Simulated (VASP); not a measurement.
Write the native input for VASP 6.6.1 that does the following.

```yaml
Task: single point
Functional: PBEsol
Dispersion: D3(BJ)
Potentials_or_basis: VASP PAW PBE potentials, release 64 (Hg)
Cutoff: 520 eV
k_mesh: 18 × 18 × 10
Occupations: gaussian, width 0.15 eV
Spin: no spin polarisation
Dipole_correction: no
Further_INCAR_settings: ALGO = Fast; EDIFF = 1e-06; NBANDS = 19
```

The structure of Hg lies in POSCAR:

```
Hg
1.0
    3.3118000000      0.0000000000      0.0000000000
   -1.6559000000      2.8681029323      0.0000000000
    0.0000000000      0.0000000000      4.6914000000
Hg
2
Direct
    0.6666666667      0.3333333333      0.7500000000
    0.3333333333      0.6666666667      0.2500000000
```

These files were run (other wordings do the same):

INCAR

```
PREC = Accurate
ENCUT = 520
EDIFF = 1E-6
ISMEAR = 0
SIGMA = 0.15
LREAL = F
LASPH = T
NELM = 100
ALGO = Fast
ISIF = 2
LWAVE = F
LCHARG = F
GGA = PS
IVDW = 12
NBANDS = 19
```

KPOINTS

```
Automatic mesh
0
Gamma
  18 18 10
```

Potentials or basis: VASP PAW PBE potentials, release 64 (Hg).

Command:

```console
$ cat potpaw_PBE.64/Hg/POTCAR > POTCAR
$ mpirun -np 1 vasp_std > vasp.out
```

It gave:

```
Pressure                   : -0.1 GPa
Band gap on the k mesh     : zero (bands 12 and 13 overlap by 1.43 eV)
Dispersion energy per atom : -0.449 eV
```

Caveat: the PAW data sets were made with another functional, which shifts forces and pressure a little; spin-orbit coupling is left out, which moves the levels of the heavy elements.

It took 3.1 min on 1 thread of Intel Xeon 8259CL, on a shared host, peak memory 0.3 GiB.
